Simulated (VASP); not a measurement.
Here is a VASP 6.6.1 calculation.

Contents of INCAR:

```
SYSTEM = BeS
  PREC = Accurate
  ENCUT = 520
  EDIFF = 1E-7
  ISMEAR = 0
  SIGMA = 0.1
  LREAL = .FALSE.
  LASPH = .TRUE.
  NELM = 100
  ALGO = Normal
  ISIF = 2
  LWAVE = .FALSE.
  LCHARG = .FALSE.
  GGA = PE
  NBANDS = 11
```

File KPOINTS:

```
regular mesh
0
G
  6 6 6
  0 0 0
```

File POSCAR:

```
BeS
1.0
    0.0000000000      2.4249999500      2.4249999500
    2.4249999500      0.0000000000      2.4249999500
    2.4249999500      2.4249999500      0.0000000000
Be S
1 1
Direct
    0.0000000000      0.0000000000      0.0000000000
    0.2500000000      0.2500000000      0.2500000000
```

Potentials or basis: VASP PAW PBE potentials, release 64 (Be, S).

Command:

```sh
$ cat potpaw_PBE.64/Be/POTCAR potpaw_PBE.64/S/POTCAR > POTCAR
$ mpirun -np 1 vasp_std > vasp.out
```

**Question.** Estimate the pressure.

**Answer.** 1.6 GPa.

**Question.** Estimate the band gap on the k mesh.

**Answer.** 3.11 eV, indirect (least direct gap 5.67 eV).

A k mesh can miss the band edges. Expect the measured gap to be larger: semilocal functionals such as PBE lack the derivative discontinuity.
